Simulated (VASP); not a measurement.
CO2: relaxation of cell and atoms with PBE+D3(BJ)

The system is CO2.

```
CELL_PARAMETERS angstrom
-1.80810 1.80810 2.90170
1.80810 -1.80810 2.90170
1.80810 1.80810 -2.90170
ATOMIC_POSITIONS crystal
C 0.00000 0.00000 0.00000
C 0.75000 0.25000 0.50000
O 0.37500 0.39500 0.52000
O 0.60500 0.12500 0.98000
O 0.87500 0.85500 0.48000
O 0.14500 0.62500 0.02000
```

* Program: VASP 6.6.1
* Task: relaxation of cell and atoms
* Functional: PBE
* Dispersion: D3(BJ)
* Potentials or basis: VASP PAW PBE potentials, release 64 (C, O)
* Cutoff: 600 eV
* k mesh: 8 × 8 × 8
* Occupations: gaussian, width 0.01 eV
* Spin: no spin polarisation
* Target pressure: 38.6 GPa
* Dipole correction: no
* Further INCAR settings: ALGO = Normal; EDIFF = 1e-07; IBRION = 2; EDIFFG = -0.002; NSW = 80; ISIF = 3

The relaxed volume is 6.37 Å³/atom and the relaxed cell is a = 3.908 Å, b = 3.908 Å, c = 3.908 Å, α = 125.39°, β = 125.39°, γ = 80.89°. The space group after relaxing (to 0.1 Å) is I-42d (No. 122), the energy change on relaxing (the run minimises the enthalpy) is -712.6 meV/atom and the ionic steps are 24. The pressure after relaxing is 38.6 GPa, the band gap on the k mesh is 7.51 eV (least direct gap 7.75 eV) and the dispersion energy per atom is -0.125 eV.

Step by step:
```csv
step,energy change (eV),largest force (eV/Å),pressure (GPa),volume (Å³)
1,0.0000,7.7125,-0.45,37.95
2,5.5540,12.5944,283.57,29.93
3,-2.6474,1.9631,64.81,34.15
4,-2.6214,1.2637,73.19,33.88
5,-2.6012,1.0258,76.09,33.79
6,-4.3869,0.1702,30.44,39.01
7,-4.1225,0.0338,39.32,37.72
8,-4.1420,0.0196,38.73,37.80
9,-4.1787,0.0717,38.10,37.91
10,-4.2692,0.2197,36.28,38.23
11,-4.2274,0.0449,40.29,38.04
12,-4.2379,0.0154,39.37,38.08
13,-4.2513,0.0014,39.14,38.14
14,-4.2654,0.0132,38.88,38.19
15,-4.2929,0.0421,38.39,38.31
16,-4.2748,0.0232,38.71,38.23
17,-4.2801,0.0115,38.29,38.26
18,-4.2784,0.0006,38.43,38.25
19,-4.2745,0.0029,38.57,38.23
20,-4.2731,0.0037,38.61,38.23
21,-4.2727,0.0039,38.63,38.22
22,-4.2731,0.0018,38.63,38.23
23,-4.2742,0.0029,38.66,38.23
24,-4.2757,0.0002,38.59,38.24
```

Final structure:
```
C O
1.0
    -1.79272    1.79272    2.97440
     1.79272   -1.79272    2.97440
     1.79272    1.79272   -2.97440
C O
2 4
Direct
  0.00000 0.00000 0.00000
  0.75000 0.25000 0.50000
  0.37500 0.32551 0.45051
  0.67449 0.12500 0.04949
  0.87500 0.92449 0.54949
  0.07551 0.62500 0.95051
```

Levels at points of the mesh, in eV from the valence-band top:
```tsv
k point	band 13	band 14	band 15	band 16	band 17	band 18	band 19	band 20
(0.00, 0.00, 0.00)	-2.00	-0.53	-0.53	-0.24	7.51	10.28	10.28	10.91
(0.50, 0.00, 0.00)	-1.86	-1.57	-0.43	-0.13	9.01	10.54	10.72	11.12
(0.50, 0.50, 0.00)	-0.82	-0.82	-0.41	-0.41	9.97	9.97	10.84	10.84
(0.50, 0.50, 0.50)	-3.03	-3.03	-0.26	-0.26	8.64	8.64	11.08	11.08
```

Run time: 12 min on 1 thread of AMD EPYC 9R45 (Zen 5), on a shared host, peak memory 0.19 GiB.

Caveat: the cell is relaxed towards a set pressure, so the run minimises the enthalpy, not the energy. A k mesh can miss the band edges.
